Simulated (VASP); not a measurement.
# GeS (Pnma) in VASP: a series of runs

The runs below take GeS through single point, with PBEsol.

All numbers are computed with VASP 6.6.1; they aren't measurements. Logs are shortened: lines on timing, memory, paths and dates and some standing lists are left out, and cuts for length are marked.

### 1 The cell of the first run

Symmetry: Pnma, No. 62, orthorhombic system. The conventional cell has a = 10.298 Å, b = 3.663 Å, c = 4.149 Å, α = 90.00°, β = 90.00°, γ = 90.00°. Within 3.2 Å of Ge (site symmetry m) lie 6 S at 2.45 to 3.16 Å. Within 3.2 Å of S (site symmetry m) lie 6 Ge at 2.45 to 3.16 Å.

### 2 Single point, PBEsol

File INCAR:

```
SYSTEM = GeS
  PREC = Accurate
  ENCUT = 500
  EDIFF = 1E-6
  ISMEAR = 0
  SIGMA = 0.02
  LREAL = .False.
  LASPH = .True.
  NELM = 120
  ALGO = Normal
  ISIF = 2
  LWAVE = .False.
  LCHARG = .False.
  GGA = PS
  NBANDS = 50
  GGA_COMPAT = .False.
```

File KPOINTS:

```
regular mesh
0
Gamma
  4 8 6
  0 0 0
```

File POSCAR:

```
GeS
1.0
   10.2981439414      0.0000000000      0.0000000000
    0.0000000000      3.6631586678      0.0000000000
    0.0000000000      0.0000000000      4.1493497000
Ge S
4 4
Direct
    0.8806427324      0.2500000000      0.3799849095
    0.1193572676      0.7500000000      0.6200150905
    0.6193572676      0.7500000000      0.8799849095
    0.3806427324      0.2500000000      0.1200150905
    0.6476750616      0.2500000000      0.4947373530
    0.3523249384      0.7500000000      0.5052626470
    0.8523249384      0.7500000000     -0.0052626470
    0.1476750616      0.2500000000      1.0052626470
```

Potentials or basis: VASP PAW PBE potentials, release 64 (Ge_d, S).

Command:

```
$ cat potpaw_PBE.64/Ge_d/POTCAR potpaw_PBE.64/S/POTCAR > POTCAR
$ mpirun -np 1 vasp_std > vasp.out
```

OUTCAR:

```text
SYSTEM = GeS
   PREC = Accurate
   ENCUT = 500
   EDIFF = 1E-6
   ISMEAR = 0
   LREAL = .False.
   LASPH = .True.
   NELM = 120
   ISIF = 2
   GGA = PS

 ion  position               nearest neighbor table
   1  0.881  0.250  0.380-   5 2.45   7 2.45   7 2.45
   2  0.119  0.750  0.620-   6 2.45   8 2.45   8 2.45
   3  0.619  0.750  0.880-   7 2.45   5 2.45   5 2.45
   4  0.381  0.250  0.120-   8 2.45   6 2.45   6 2.45
   5  0.648  0.250  0.495-   1 2.45   3 2.45   3 2.45
   6  0.352  0.750  0.505-   2 2.45   4 2.45   4 2.45
   7  0.852  0.750  0.995-   3 2.45   1 2.45   1 2.45
   8  0.148  0.250  0.005-   4 2.45   2 2.45   2 2.45

  LATTYP: Found a simple orthorhombic cell.
 ALAT       =     3.6631586678
 B/A-ratio  =     1.1327245354
 C/A-ratio  =     2.8112743332

  Lattice vectors:

 A1 = (   0.0000000000,   3.6631586678,   0.0000000000)
 A2 = (   0.0000000000,   0.0000000000,   4.1493497000)
 A3 = (  10.2981439414,   0.0000000000,   0.0000000000)

Analysis of symmetry for initial positions (statically):
=====================================================================
 Subroutine PRICEL returns:
 Original cell was already a primitive cell.

 Routine SETGRP: Setting up the symmetry group for a
 simple orthorhombic supercell.

 Subroutine GETGRP returns: Found  8 space group operations
 (whereof  2 operations were pure point group operations)
 out of a pool of  8 trial point group operations.

The static configuration has the point symmetry S_2 .
 The point group associated with its full space group is D_2h.

Analysis of symmetry for dynamics (positions and initial velocities):
=====================================================================
 Subroutine PRICEL returns:
 Original cell was already a primitive cell.

 Routine SETGRP: Setting up the symmetry group for a
 simple orthorhombic supercell.

 Subroutine GETGRP returns: Found  8 space group operations
 (whereof  2 operations were pure point group operations)
 out of a pool of  8 trial point group operations.

The dynamic configuration has the point symmetry S_2 .
 The point group associated with its full space group is D_2h.

 Subroutine INISYM returns: Found  8 space group operations
 (whereof  2 operations are pure point group operations),
 and found     1 'primitive' translations

----------------------------------------------------------------------------------------

[... 104 lines left out ...]
   EDIFF  = 0.1E-05   stopping-criterion for ELM
   LREAL  =      F    real-space projection
   EDIFFG = 0.1E-04   stopping-criterion for IOM
   NSW    =      0    number of steps for IOM
   IBRION =     -1    ionic relax: 0-MD 1-quasi-New 2-CG
   NFREE  =      0    steps in history (QN), initial steepest desc. (CG)
   ISIF   =      2    stress and relaxation
   ISYM   =      2    0-nonsym 1-usesym 2-fastsym
   POTIM  = 0.5000    time-step for ionic-motion
   TEBEG  =    0.0;   TEEND  =   0.0 temperature during run
   PSTRESS=    0.0 pullay stress
   NELECT =      80.0000    total number of electrons
   NUPDOWN=      -1.0000    fix difference up-down
   EMIN   =  10.00;   EMAX   =-10.00  energy-range for DOS
   EFERMI =   0.00;   METHOD = LEGACY
   ISMEAR =     0;   SIGMA  =   0.02  broadening in eV -4-tet -1-fermi 0-gaus
   EFERMI_NEDOS =   21; number of points for ismear=-14 and -15
   IALGO  =     38    algorithm
   IMIX   =      4    mixing-type and parameters
     AMIX     =   0.40;   BMIX     =  1.00
     AMIX_MAG =   1.60;   BMIX_MAG =  1.00
  volume/ion in A,a.u.               =      19.57       132.04
  Fermi-wavevector in a.u.,A,eV,Ry     =   1.308900  2.473463 23.309775  1.713220
  Thomas-Fermi vector in A             =   2.439536
   LORBIT       =      0    0 simple, 1 ext, 2 COOP (PROOUT), +10 PAW based schemes
   GGA     = PS    functional components
   LHFCALC =     F    Hartree Fock is set to
   AEXX    =    0.0000 exact exchange contribution
   IVDW    =     0    specifies the selected vdW correction
   LEPSILON=     F    determine dielectric tensor
   LRPA    =     F    only Hartree local field effects (RPA)
 non-spin polarized calculation
 Gauss-broadening in eV      SIGMA  =   0.02
  energy-cutoff  :      500.00
  volume of cell :      156.53
 maximum number of plane-waves:      3996
 NGX is ok and might be reduce to    80
   NGX = 37   NGY = 13   NGZ = 15

 number of electron      80.0000055 magnetization

 Free energy of the ion-electron system (eV)
  ---------------------------------------------------
  ext. energy  EPLUGINS =         0.00000000
  ---------------------------------------------------
  free energy    TOTEN  =       -39.67374019 eV

  energy without entropy =      -39.67374019  energy(sigma->0) =      -39.67374019

 E-fermi :   5.6488     XC(G=0): -10.5672

 val. band max:        5.4737218856   @ k =   0.0000   0.0000   0.3333
 cond. band min:       6.2955446295   @ k =   0.0000   0.0000   0.0000
 fundamental gap:      0.8218227438
 Fermi energy:         5.6488209651

 k-point     1 :       0.0000    0.0000    0.0000
  band No.  band energies     occupation
      1     -18.9560      2.00000
      2     -18.9504      2.00000
      3     -18.9475      2.00000
      4     -18.9444      2.00000
      5     -18.9439      2.00000
      6     -18.9421      2.00000
[... 1261 lines left out ...]
     49      10.1754      0.00000
     50      10.1754      0.00000

 [... further k-points ...]
[... 5 lines left out ...]
  --------------------------------------------------------------------------------------
  -------------------------------------------------------------------------------------
  Total       -0.1110638     -0.1029174     -0.0617759      0.0000000     -0.0000000      0.0000000
  in kB       -1.1368110     -1.0534274     -0.6323170      0.0000000     -0.0000000      0.0000000
  external PRESSURE =      -0.9408518 kB  Pullay stress =       0.0000000 kB

 VOLUME and BASIS-vectors are now :
 -----------------------------------------------------------------------------
  energy-cutoff  :      500.00
  volume of cell :      156.53
      direct lattice vectors                 reciprocal lattice vectors
    10.298143941  0.000000000  0.000000000     0.097104877  0.000000000  0.000000000
     0.000000000  3.663158668  0.000000000     0.000000000  0.272988448  0.000000000
     0.000000000  0.000000000  4.149349700     0.000000000  0.000000000  0.241001620

 POSITION                                       TOTAL-FORCE (eV/Angst)
 -----------------------------------------------------------------------------------
      9.06899      0.91579      1.57669        -0.001050      0.000000      0.003820
      1.22916      2.74737      2.57266         0.001050     -0.000000     -0.003820
      6.37823      2.74737      3.65137         0.001050     -0.000000      0.003820
      3.91991      0.91579      0.49798        -0.001050     -0.000000     -0.003820
      6.66985      0.91579      2.05284         0.000389     -0.000000     -0.000668
      3.62829      2.74737      2.09651        -0.000389      0.000000      0.000668
      8.77736      2.74737      4.12751        -0.000389     -0.000000     -0.000668
      1.52078      0.91579      0.02184         0.000389      0.000000      0.000668
 -----------------------------------------------------------------------------------
    total drift:                               -0.000000     -0.000000      0.000000

  FREE ENERGIE OF THE ION-ELECTRON SYSTEM (eV)
  ---------------------------------------------------
  free  energy   TOTEN  =       -39.6737401868 eV

  energy  without entropy=      -39.6737401868  energy(sigma->0) =      -39.67374019
```

stdout:

```text
POSCAR found type information on POSCAR GeS
 POSCAR found :  2 types and       8 ions
 scaLAPACK will be used
 -----------------------------------------------------------------------------
|                                                                             |
|                                                                             |
|     You enforced a specific xc type in the INCAR file but a different       |
|     I HOPE YOU KNOW WHAT YOU ARE DOING!                                     |
|                                                                             |
 -----------------------------------------------------------------------------

 LDA part: xc-table for (Slater+PW92), standard interpolation
 POSCAR, INCAR and KPOINTS ok, starting setup
 FFT: planning ... GRIDC
 FFT: planning ... GRID_SOFT
 FFT: planning ... GRID
 WAVECAR not read
 entering main loop
```

Run time: 4.9 min. Hardware: 1 thread of Intel Xeon Platinum 8259CL at 2.50GHz (Skylake/Cascade Lake), shared host; peak memory 0.45 GiB.

Results:

- Free energy: -39.6737 eV
- Pressure: -0.1 GPa
- Largest force: 0.004 eV/Å
- Band gap on the k mesh: 0.82 eV, indirect (least direct gap 1.05 eV)

Forces in eV/Å, atoms in the order of the input:
```
Ge  -0.001  0.000  0.004
Ge   0.001  0.000 -0.004
Ge   0.001  0.000  0.004
Ge  -0.001  0.000 -0.004
S    0.000  0.000 -0.001
S    0.000  0.000  0.001
S    0.000  0.000 -0.001
S    0.000  0.000  0.001
```

Caveat: the PAW data sets were made with another functional, which shifts forces and pressure a little. A k mesh can miss the band edges.

### 3 Single point, PBEsol

File INCAR:

```
SYSTEM = GeS
PREC = Accurate ; ENCUT = 500
EDIFF = 1E-6 ; ISMEAR = 0
SIGMA = 0.02 ; LREAL = .False.
LASPH = .True. ; NELM = 120
ALGO = Normal ; ISIF = 2
LWAVE = .False. ; LCHARG = .False.
GGA = PS ; NBANDS = 50
GGA_COMPAT = .False.
```

File KPOINTS:

```
regular mesh
0
Gamma
  4 8 8
  0 0 0
```

POSCAR is that of step 2.

Potentials or basis: VASP PAW PBE potentials, release 64 (Ge_d, S).

Command:

```
$ cat potpaw_PBE.64/Ge_d/POTCAR potpaw_PBE.64/S/POTCAR > POTCAR
$ mpirun -np 1 vasp_std > vasp.out
```

OUTCAR:

```text
SYSTEM = GeS
   PREC = Accurate
   ENCUT = 500
   EDIFF = 1E-6
   ISMEAR = 0
   LREAL = .False.
   LASPH = .True.
   NELM = 120
   ISIF = 2
   GGA = PS

 ion  position               nearest neighbor table
   1  0.881  0.250  0.380-   5 2.45   7 2.45   7 2.45
   2  0.119  0.750  0.620-   6 2.45   8 2.45   8 2.45
   3  0.619  0.750  0.880-   7 2.45   5 2.45   5 2.45
   4  0.381  0.250  0.120-   8 2.45   6 2.45   6 2.45
   5  0.648  0.250  0.495-   1 2.45   3 2.45   3 2.45
   6  0.352  0.750  0.505-   2 2.45   4 2.45   4 2.45
   7  0.852  0.750  0.995-   3 2.45   1 2.45   1 2.45
   8  0.148  0.250  0.005-   4 2.45   2 2.45   2 2.45

  LATTYP: Found a simple orthorhombic cell.
 ALAT       =     3.6631586678
 B/A-ratio  =     1.1327245354
 C/A-ratio  =     2.8112743332

  Lattice vectors:

 A1 = (   0.0000000000,   3.6631586678,   0.0000000000)
 A2 = (   0.0000000000,   0.0000000000,   4.1493497000)
 A3 = (  10.2981439414,   0.0000000000,   0.0000000000)

Analysis of symmetry for initial positions (statically):
=====================================================================
 Subroutine PRICEL returns:
 Original cell was already a primitive cell.

 Routine SETGRP: Setting up the symmetry group for a
 simple orthorhombic supercell.

 Subroutine GETGRP returns: Found  8 space group operations
 (whereof  2 operations were pure point group operations)
 out of a pool of  8 trial point group operations.

The static configuration has the point symmetry S_2 .
 The point group associated with its full space group is D_2h.

Analysis of symmetry for dynamics (positions and initial velocities):
=====================================================================
 Subroutine PRICEL returns:
 Original cell was already a primitive cell.

 Routine SETGRP: Setting up the symmetry group for a
 simple orthorhombic supercell.

 Subroutine GETGRP returns: Found  8 space group operations
 (whereof  2 operations were pure point group operations)
[... 134 lines left out ...]
     AMIX     =   0.40;   BMIX     =  1.00
     AMIX_MAG =   1.60;   BMIX_MAG =  1.00
  volume/ion in A,a.u.               =      19.57       132.04
  Fermi-wavevector in a.u.,A,eV,Ry     =   1.308900  2.473463 23.309775  1.713220
  Thomas-Fermi vector in A             =   2.439536
   LORBIT       =      0    0 simple, 1 ext, 2 COOP (PROOUT), +10 PAW based schemes
   GGA     = PS    functional components
   LHFCALC =     F    Hartree Fock is set to
   AEXX    =    0.0000 exact exchange contribution
   IVDW    =     0    specifies the selected vdW correction
   LEPSILON=     F    determine dielectric tensor
   LRPA    =     F    only Hartree local field effects (RPA)
 non-spin polarized calculation
 Gauss-broadening in eV      SIGMA  =   0.02
  energy-cutoff  :      500.00
  volume of cell :      156.53
 maximum number of plane-waves:      4008
 NGX is ok and might be reduce to    80
   NGX = 37   NGY = 13   NGZ = 15

 number of electron      80.0000055 magnetization

 Free energy of the ion-electron system (eV)
  ---------------------------------------------------
  ext. energy  EPLUGINS =         0.00000000
  ---------------------------------------------------
  free energy    TOTEN  =       -39.67258973 eV

  energy without entropy =      -39.67258973  energy(sigma->0) =      -39.67258973

 E-fermi :   5.5320     XC(G=0): -10.5671

 val. band max:        5.3825869523   @ k =   0.2500   0.0000   0.3750
 cond. band min:       6.2956440905   @ k =   0.0000   0.0000   0.0000
 fundamental gap:      0.9130571382
 Fermi energy:         5.5319597271

 k-point     1 :       0.0000    0.0000    0.0000
  band No.  band energies     occupation
      1     -18.9559      2.00000
      2     -18.9503      2.00000
      3     -18.9474      2.00000
      4     -18.9443      2.00000
      5     -18.9438      2.00000
      6     -18.9420      2.00000
[... 1261 lines left out ...]
     49      10.1147      0.00000
     50      10.1148      0.00000

 [... further k-points ...]
[... 5 lines left out ...]
  --------------------------------------------------------------------------------------
  -------------------------------------------------------------------------------------
  Total       -0.1092885     -0.0959693     -0.0448213      0.0000000      0.0000000      0.0000000
  in kB       -1.1186397     -0.9823091     -0.4587755      0.0000000      0.0000000      0.0000000
  external PRESSURE =      -0.8532414 kB  Pullay stress =       0.0000000 kB

 VOLUME and BASIS-vectors are now :
 -----------------------------------------------------------------------------
  energy-cutoff  :      500.00
  volume of cell :      156.53
      direct lattice vectors                 reciprocal lattice vectors
    10.298143941  0.000000000  0.000000000     0.097104877  0.000000000  0.000000000
     0.000000000  3.663158668  0.000000000     0.000000000  0.272988448  0.000000000
     0.000000000  0.000000000  4.149349700     0.000000000  0.000000000  0.241001620

 POSITION                                       TOTAL-FORCE (eV/Angst)
 -----------------------------------------------------------------------------------
      9.06899      0.91579      1.57669        -0.000560      0.000000      0.003369
      1.22916      2.74737      2.57266         0.000560      0.000000     -0.003369
      6.37823      2.74737      3.65137         0.000560      0.000000      0.003369
      3.91991      0.91579      0.49798        -0.000560      0.000000     -0.003369
      6.66985      0.91579      2.05284         0.000862     -0.000000      0.000096
      3.62829      2.74737      2.09651        -0.000862      0.000000     -0.000096
      8.77736      2.74737      4.12751        -0.000862      0.000000      0.000096
      1.52078      0.91579      0.02184         0.000862      0.000000     -0.000096
 -----------------------------------------------------------------------------------
    total drift:                               -0.000000     -0.000000      0.000000

  FREE ENERGIE OF THE ION-ELECTRON SYSTEM (eV)
  ---------------------------------------------------
  free  energy   TOTEN  =       -39.6725897320 eV

  energy  without entropy=      -39.6725897320  energy(sigma->0) =      -39.67258973
```

stdout:

```text
POSCAR found type information on POSCAR GeS
 POSCAR found :  2 types and       8 ions
 scaLAPACK will be used
 -----------------------------------------------------------------------------
|                                                                             |
|                                                                             |
|     You enforced a specific xc type in the INCAR file but a different       |
|     I HOPE YOU KNOW WHAT YOU ARE DOING!                                     |
|                                                                             |
 -----------------------------------------------------------------------------

 LDA part: xc-table for (Slater+PW92), standard interpolation
 POSCAR, INCAR and KPOINTS ok, starting setup
 FFT: planning ... GRIDC
 FFT: planning ... GRID_SOFT
 FFT: planning ... GRID
 WAVECAR not read
 entering main loop
```

Run time: 4.1 min. Hardware: 1 thread of Intel Xeon 6975P-C (Granite Rapids), shared host; peak memory 0.51 GiB.

What came out:

```yaml
Free_energy: -39.6726 eV
Pressure: -0.1 GPa
Largest_force: 0.003 eV/Å
Band_gap_on_the_k_mesh: 0.91 eV, indirect (least direct gap 1.05 eV)
```

Forces on the atoms (eV/Å):
```
Ge  -0.001  0.000  0.003
Ge   0.001  0.000 -0.003
Ge   0.001  0.000  0.003
Ge  -0.001  0.000 -0.003
S    0.001  0.000  0.000
S   -0.001  0.000  0.000
S   -0.001  0.000  0.000
S    0.001  0.000  0.000
```

Caveat: the PAW data sets were made with another functional, which shifts forces and pressure a little.
